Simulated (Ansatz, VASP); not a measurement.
## Al: VASP beside Ansatz

Contents of INCAR:

```
SYSTEM = Al
PREC     = Accurate       ! precision mode
ENCUT    = 520            ! plane-wave cutoff, eV
EDIFF    = 1E-6           ! SCF threshold, eV
ISMEAR   = 0              ! smearing method
SIGMA    = 0.15           ! smearing width, eV
LREAL    = .FALSE.        ! projectors in reciprocal space
LASPH    = .TRUE.         ! aspherical terms in the spheres
NELM     = 60             ! most SCF steps
ALGO     = Normal         ! electronic algorithm
ISIF     = 2              ! what is computed and relaxed
LWAVE    = .FALSE.        ! write WAVECAR
LCHARG   = .TRUE.         ! write CHGCAR
LELF     = .TRUE.         ! ELF
LVHAR    = .TRUE.       
NBANDS   = 8              ! bands
```

Contents of KPOINTS:

```
regular mesh
0
G
  22 22 22
  0 0 0
```

Contents of POSCAR:

```
Al
1.0
   -1.5825187182      1.5825187182      1.7053221708
    1.5825187182     -1.5825187182      1.7053221708
    1.5825187182      1.5825187182     -1.7053221708
Al
1
Direct
    0.0000000000      0.0000000000      0.0000000000
```

Input for Ansatz:

```yaml
crystal:
  lattice:
    - [-1.5825187182, 1.5825187182, 1.7053221708]
    - [1.5825187182, -1.5825187182, 1.7053221708]
    - [1.5825187182, 1.5825187182, -1.7053221708]
  atoms:
    - { symbol: Al, position: [0.0, 0.0, 0.0] }
basis:
  ecutwfc: 420
kpoints:
  mp_grid: { grid: [22, 22, 22] }
hamiltonian:
  xc: lda
scf:
  occupations: { method: gaussian, width: 0.15 }
output:
  forces: true
  stress: true
  eigenvalues: true
```

Alike in both runs: task single point; functional LDA; k mesh 22 × 22 × 22; occupations gaussian, width 0.15 eV; no spin polarisation.

```csv
,VASP,Ansatz
version,VASP 6.6.1,Ansatz 0.2.0
potentials or method,"VASP PAW LDA potentials, release 64 (Al), cutoff 520 eV","scalar-relativistic, plane waves, PAW"
valence electrons in the cell,3,3
```

|  | VASP | Ansatz | Ansatz less VASP |
| --- | --- | --- | --- |
| gap on the k mesh at the Fermi level (eV) | none | none | - |
| pressure (GPa) | -3.6 | -3.6 | -0.05 |
| traceless stress, the component that is largest in VASP (GPa) | 1.89 | 1.88 | -0.009 |

LDA's correlation is that of Perdew and Zunger in VASP and of Perdew and Wang (1992) in Ansatz. A gap of «none» marks a metal or a gap that the smearing closes.
